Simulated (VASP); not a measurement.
Set up this calculation in VASP 6.6.1, as the native input.

* Task: single point
* Functional: PBEsol
* Potentials or basis: VASP PAW PBE potentials, release 64 (Cd, Au)
* Cutoff: 520 eV
* k mesh: 18 × 18 × 12
* Occupations: gaussian, width 0.15 eV
* Spin: no spin polarisation
* Dipole correction: no
* Further INCAR settings: ALGO = Fast; EDIFF = 1e-06; NBANDS = 18

The structure of CdAu lies in POSCAR:

```
CdAu
1.0
    3.3137225382      0.0000000000      0.0000000000
   -1.6568612691      2.8697678992      0.0000000000
    0.0000000000      0.0000000000      4.4592764197
Cd Au
1 1
Direct
    0.0000000000      0.0000000000      0.0000000000
    0.3333333333      0.6666666667      0.5000000000
```

This cell differs from its parent crystal: volume 21.203 Å^3 an atom, c/a of the conventional cell 1.3457.

These files were run (other wordings do the same):

INCAR

```
PREC = Accurate
ENCUT = 520
EDIFF = 1E-6
ISMEAR = 0
SIGMA = 0.15
LREAL = F
LASPH = T
NELM = 60
ALGO = Fast
ISIF = 2
LWAVE = F
LCHARG = F
GGA = PS
NBANDS = 18
```

KPOINTS

```
Automatic mesh
0
Gamma
  18 18 12
```

Potentials or basis: VASP PAW PBE potentials, release 64 (Cd, Au).

The run is started by

```bash
$ cat potpaw_PBE.64/Cd/POTCAR potpaw_PBE.64/Au/POTCAR > POTCAR
$ mpirun -np 1 vasp_std > vasp.out
```

Results of the run:

```json
{
 "Pressure": "-8.9 GPa"
}
```

Caveat: the PAW data sets were made with another functional, which shifts forces and pressure a little.

Run time: 2.9 min on 1 thread of Intel(R) Xeon(R) Platinum 8488C (Sapphire Rapids), with other jobs on the host, peak memory 0.33 GiB.
